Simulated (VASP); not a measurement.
# GaP (F-43m) in VASP: a series of runs

GaP is run at these levels: LDA; tasks: vibrations by perturbation theory, elastic constants.

Everything below comes from runs of VASP 6.6.1. Logs are shortened: lines on timing, memory, paths and dates and some standing lists are left out, and cuts for length are marked.

## 1. The cell of the first run

The structure is cubic, space group F-43m (No. 216). The conventional cell has a = 5.392 Å, b = 5.392 Å, c = 5.392 Å, α = 90.00°, β = 90.00°, γ = 90.00°. Ga (site symmetry -43m) has 4 P at 2.33 Å within 3.1 Å. P (site symmetry -43m) has 4 Ga at 2.33 Å within 3.1 Å.

## 2. Vibrations by perturbation theory, LDA

The input, INCAR:

```
SYSTEM = GaP
ALGO = Normal ; EDIFF = 1E-8
ENCUT = 520 ; IBRION = 8
ISIF = 2 ; ISMEAR = 0
LASPH = .TRUE. ; LCHARG = .FALSE.
LEPSILON = .TRUE. ; LREAL = .FALSE.
LWAVE = .FALSE. ; NELM = 60
NSW = 1 ; PREC = Accurate
SIGMA = 0.01
```

The input, KPOINTS:

```
k-points
0
G
  6 6 6
  0 0 0
```

The input, POSCAR:

```
GaP
1.0
    0.0000000000      2.6958000000      2.6958000000
    2.6958000000      0.0000000000      2.6958000000
    2.6958000000      2.6958000000      0.0000000000
Ga P
1 1
Direct
    0.0000000000      0.0000000000      0.0000000000
    0.2500000000      0.2500000000      0.2500000000
```

Potentials or basis: VASP PAW LDA potentials, release 64 (Ga_d, P).

Command:

```
$ cat potpaw_LDA.64/Ga_d/POTCAR potpaw_LDA.64/P/POTCAR > POTCAR
$ mpirun -np 1 vasp_std > vasp.out
```

OUTCAR:

```text
SYSTEM = GaP
   EDIFF = 1E-8
   ENCUT = 520
   IBRION = 8
   ISIF = 2
   ISMEAR = 0
   LASPH = .TRUE.
   LEPSILON = .TRUE.
   LREAL = .FALSE.
   NELM = 60
   NSW = 1
   PREC = Accurate

 ion  position               nearest neighbor table
   1  0.000  0.000  0.000-   2 2.33   2 2.33   2 2.33   2 2.33
   2  0.250  0.250  0.250-   1 2.33   1 2.33   1 2.33   1 2.33

  LATTYP: Found a face centered cubic cell.
 ALAT       =     5.3916000000

  Lattice vectors:

 A1 = (   0.0000000000,   2.6958000000,   2.6958000000)
 A2 = (   2.6958000000,   0.0000000000,   2.6958000000)
 A3 = (   2.6958000000,   2.6958000000,   0.0000000000)

Analysis of symmetry for initial positions (statically):
=====================================================================
 Subroutine PRICEL returns:
 Original cell was already a primitive cell.

 Routine SETGRP: Setting up the symmetry group for a
 face centered cubic supercell.

 Subroutine GETGRP returns: Found 24 space group operations
 (whereof 24 operations were pure point group operations)
 out of a pool of 48 trial point group operations.

The static configuration has the point symmetry T_d .

Analysis of symmetry for dynamics (positions and initial velocities):
=====================================================================
 Subroutine PRICEL returns:
 Original cell was already a primitive cell.

 Routine SETGRP: Setting up the symmetry group for a
 face centered cubic supercell.

 Subroutine GETGRP returns: Found 24 space group operations
 (whereof 24 operations were pure point group operations)
 out of a pool of 48 trial point group operations.

The dynamic configuration has the point symmetry T_d .

 Subroutine INISYM returns: Found 24 space group operations
 (whereof 24 operations are pure point group operations),
 and found     1 'primitive' translations

----------------------------------------------------------------------------------------

                                     Primitive cell

  volume of cell :      39.1826

  direct lattice vectors                    reciprocal lattice vectors
     0.000000000  2.695800000  2.695800000    -0.185473700  0.185473700  0.185473700
     2.695800000  0.000000000  2.695800000     0.185473700 -0.185473700  0.185473700
     2.695800000  2.695800000  0.000000000     0.185473700  0.185473700 -0.185473700

  length of vectors
     3.812436921  3.812436921  3.812436921     0.321249872  0.321249872  0.321249872

  position of ions in fractional coordinates (direct lattice)
     0.000000000  0.000000000  0.000000000
     0.250000000  0.250000000  0.250000000

  ion indices of the primitive-cell ions
   primitive index   ion index
                 1           1
                 2           2

----------------------------------------------------------------------------------------

 KPOINTS: k-points

Automatic generation of k-mesh.
 Grid dimensions read from file:
 generate k-points for:    6    6    6

 Generating k-lattice:

  Cartesian coordinates                     Fractional coordinates (reciprocal lattice)
[... 392 lines left out ...]

 Free energy of the ion-electron system (eV)
  ---------------------------------------------------
  ---------------------------------------------------
  free energy    TOTEN  =        -1.39846116 eV

  energy without entropy =       -1.39846116

------------------------ aborting loop because EDIFF is reached ----------------------------------------

--------------------------------------- Ionic step        2  -------------------------------------------

------------------------ aborting loop because EDIFF is reached ----------------------------------------

--------------------------------------- Ionic step        3  -------------------------------------------

------------------------ aborting loop because EDIFF is reached ----------------------------------------

 PIEZOELECTRIC TENSOR FIELD DIRECTION 3  (e Angst)
 -----------------------------------------------------------------------------
    -0.00011 -2.03286  0.00000           (  0.00000 -0.03926  0.00000)
    -2.03286 -0.00011  0.00000           ( -0.03926  0.00000  0.00000)
     0.00000  0.00000 -0.00099           (  0.00000  0.00000 -0.00000)

 PIEZOELECTRIC TENSOR FIELD DIRECTION 3  (C/m^2)
 -----------------------------------------------------------------------------
    -0.00004 -0.83124  0.00000
    -0.83124 -0.00004  0.00000
     0.00000  0.00000 -0.00041

--------------------------------------- Ionic step        4  -------------------------------------------

------------------------ aborting loop because EDIFF is reached ----------------------------------------

[... ionic steps 5 to 6 ...]

--------------------------------------- Ionic step        7  -------------------------------------------

 Free energy of the ion-electron system (eV)
  ---------------------------------------------------
  ---------------------------------------------------
  free energy    TOTEN  =        -0.04772450 eV

  energy without entropy =       -0.04772450

------------------------ aborting loop because EDIFF is reached ----------------------------------------

 INTERNAL STRAIN TENSOR  FOR ION    2  DIRECTION 1   (eV/Angst):
 -----------------------------------------------------------------------------
     0.01647  0.00000  0.00000
     0.00000 -0.00599 -7.72270
     0.00000 -7.72270 -0.00599

 MACROSCOPIC STATIC DIELECTRIC TENSOR (including local field effects in DFT)
 ------------------------------------------------------
          13.286773     0.000000    -0.000000
           0.000000    13.286773    -0.000000
           0.000000     0.000000    13.286773
 ------------------------------------------------------

 PIEZOELECTRIC TENSOR (including local field effects)  for field in x, y, z        (e  Angst)
          XX          YY          ZZ          XY          YZ          ZX
  --------------------------------------------------------------------------------
  x     0.00000     0.00000    -0.00000     0.00000    -2.04498     0.00000
  y     0.00000     0.00000    -0.00000     0.00000     0.00000    -2.04498
  z     0.00000     0.00000     0.00000    -2.04498     0.00000     0.00000

 PIEZOELECTRIC TENSOR (including local field effects)  for field in x, y, z        (C/m^2)
          XX          YY          ZZ          XY          YZ          ZX
  --------------------------------------------------------------------------------
  x     0.00000     0.00000    -0.00000     0.00000    -0.83619     0.00000
  y     0.00000     0.00000    -0.00000     0.00000     0.00000    -0.83619
  z     0.00000     0.00000     0.00000    -0.83619     0.00000     0.00000

 BORN EFFECTIVE CHARGES (including local field effects) (in |e|, cummulative output)
 ---------------------------------------------------------------------------------
 ion    1
    1     2.26716     0.00000     0.00000
    2     0.00000     2.26716     0.00000
    3     0.00000    -0.00000     2.26716
 ion    2
    1    -2.26716     0.00000    -0.00000
    2     0.00000    -2.26716     0.00000
    3    -0.00000     0.00000    -2.26716

 INTERNAL STRAIN TENSOR FOR ION    2 for displacements in x,y,z  (eV/Angst):
          X           Y           Z          XY          YZ          ZX
  --------------------------------------------------------------------------------
  x     0.00000     0.00000     0.00000     0.00000    -7.72270     0.00000
  y     0.00000     0.00000     0.00000     0.00000     0.00000    -7.72270
  z     0.00000     0.00000     0.00000    -7.72270     0.00000     0.00000

 SECOND DERIVATIVES (NOT SYMMETRIZED)
 ------------------------------------
               1X          1Y          1Z          2X          2Y          2Z
  1X   -10.522655    0.000000    0.000000   10.522655    0.000000    0.000000
  1Y     0.000000  -10.522655    0.000000    0.000000   10.522655    0.000000
  1Z     0.000000    0.000000  -10.522655    0.000000    0.000000   10.522655
  2X    10.520689    0.000000    0.000000  -10.520689    0.000000    0.000000
  2Y     0.000000   10.520689    0.000000    0.000000  -10.520689    0.000000
  2Z     0.000000    0.000000   10.520689    0.000000    0.000000  -10.520689

 Eigenvectors and eigenvalues of the dynamical matrix
 ----------------------------------------------------

   1 f  =   10.949817 THz    68.799732 2PiTHz  365.246596 cm-1    45.284786 meV
             X         Y         Z           dx          dy          dz
      0.000000  0.000000  0.000000     0.000000    0.000000   -0.554649
      1.347900  1.347900  1.347900     0.000000    0.000000    0.832084
[... 21 lines left out ...]
   6 f/i=    0.000472 THz     0.002967 2PiTHz    0.015751 cm-1     0.001953 meV
             X         Y         Z           dx          dy          dz
      0.000000  0.000000  0.000000     0.000000    0.000000    0.832084
      1.347900  1.347900  1.347900     0.000000    0.000000    0.554649

--------------------------------------------------------------------------------------------------------

 MACROSCOPIC STATIC DIELECTRIC TENSOR IONIC CONTRIBUTION
 ------------------------------------------------------
           2.256075     0.000000    -0.000000
           0.000000     2.256075    -0.000000
          -0.000000    -0.000000     2.256075
 ------------------------------------------------------

 ELASTIC MODULI CONTR FROM IONIC RELAXATION (kBar)
 Direction    XX          YY          ZZ          XY          YZ          ZX
 --------------------------------------------------------------------------------
 XX          -0.0000      0.0000      0.0000     -0.0000      0.0000     -0.0000
 YY           0.0000     -0.0000      0.0000     -0.0000     -0.0000      0.0000
 ZZ           0.0000      0.0000     -0.0000      0.0000     -0.0000     -0.0000
 XY          -0.0000     -0.0000      0.0000   -228.9052      0.0000      0.0000
 YZ           0.0000     -0.0000     -0.0000      0.0000   -228.9052     -0.0000
 ZX          -0.0000      0.0000     -0.0000      0.0000     -0.0000   -228.9052
 --------------------------------------------------------------------------------

 PIEZOELECTRIC TENSOR IONIC CONTR  for field in x, y, z        (C/m^2)
          XX          YY          ZZ          XY          YZ          ZX
  --------------------------------------------------------------------------------
  x    -0.00000     0.00000     0.00000    -0.00000     0.67620     0.00000
  y     0.00000    -0.00000     0.00000    -0.00000     0.00000     0.67620
  z     0.00000     0.00000    -0.00000     0.67620    -0.00000    -0.00000
```

It took 7.2 min on 1 thread of AMD EPYC 7R43 (Zen 3), shared host; peak memory 0.16 GiB.

What came out:

| Item | Value |
| --- | --- |
| Electronic dielectric tensor (diagonal) | 13.29 |
| Born charges (mean of the diagonal) | Ga +2.27; P -2.27 e |
| Highest phonon frequency at Γ, LO-TO splitting left out | 365 cm⁻¹ |

Phonon frequencies in cm⁻¹ (negative: imaginary):
| q point | frequencies |
| --- | --- |
| (0.000, 0.000, 0.000) | 0 0 0 365 365 365 |

Electronic dielectric tensor:
```
13.29  0.00  0.00
 0.00 13.29  0.00
 0.00  0.00 13.29
```

Born effective charge tensors (e):
atom 1, Ga
```
2.27 0.00 0.00
0.00 2.27 0.00
0.00 0.00 2.27
```
atom 2, P
```
-2.27  0.00  0.00
 0.00 -2.27  0.00
 0.00  0.00 -2.27
```

## 3. Elastic constants, LDA

The input, INCAR:

```
SYSTEM = GaP
ALGO = Normal
EDIFF = 1E-8
ENCUT = 600
IBRION = 6
ISIF = 3
ISMEAR = 0
LASPH = .True.
LCHARG = .True.
LREAL = .False.
LWAVE = .False.
NELM = 60
NFREE = 2
NSW = 1
POTIM = 0.015
PREC = Accurate
SIGMA = 0.01
```

The input, KPOINTS:

```
k-points
0
Gamma
  6 6 6
  0 0 0
```

POSCAR is that of step 2.

Potentials or basis: VASP PAW LDA potentials, release 64 (Ga_d, P).

Command:

```
$ cat potpaw_LDA.64/Ga_d/POTCAR potpaw_LDA.64/P/POTCAR > POTCAR
$ mpirun -np 1 vasp_std > vasp.out
```

Wall time 12 min (1 thread of AMD EPYC 7R43 (Zen 3), shared host); peak memory 0.17 GiB.

Results (log left out):

- Elastic constants C11, C12, C44: 142, 64, 71 GPa
- Voigt bulk modulus: 90 GPa
- Highest phonon frequency at Γ, LO-TO splitting left out: 365 cm⁻¹

Phonon frequencies in cm⁻¹ (negative: imaginary):
```
              q point        frequencies
(0.000, 0.000, 0.000)  0 0 0 365 365 365
```

Elastic tensor in Voigt notation (GPa, in the Cartesian axes of the cell as first typed):
```
142  64  64   0   0   0
 64 142  64   0   0   0
 64  64 142   0   0   0
  0   0   0  71   0   0
  0   0   0   0  71   0
  0   0   0   0   0  71
```

Clamped-ion elastic tensor (GPa):
```
142  64  64   0   0   0
 64 142  64   0   0   0
 64  64 142   0   0   0
  0   0   0  96   0   0
  0   0   0   0  96   0
  0   0   0   0   0  96
```
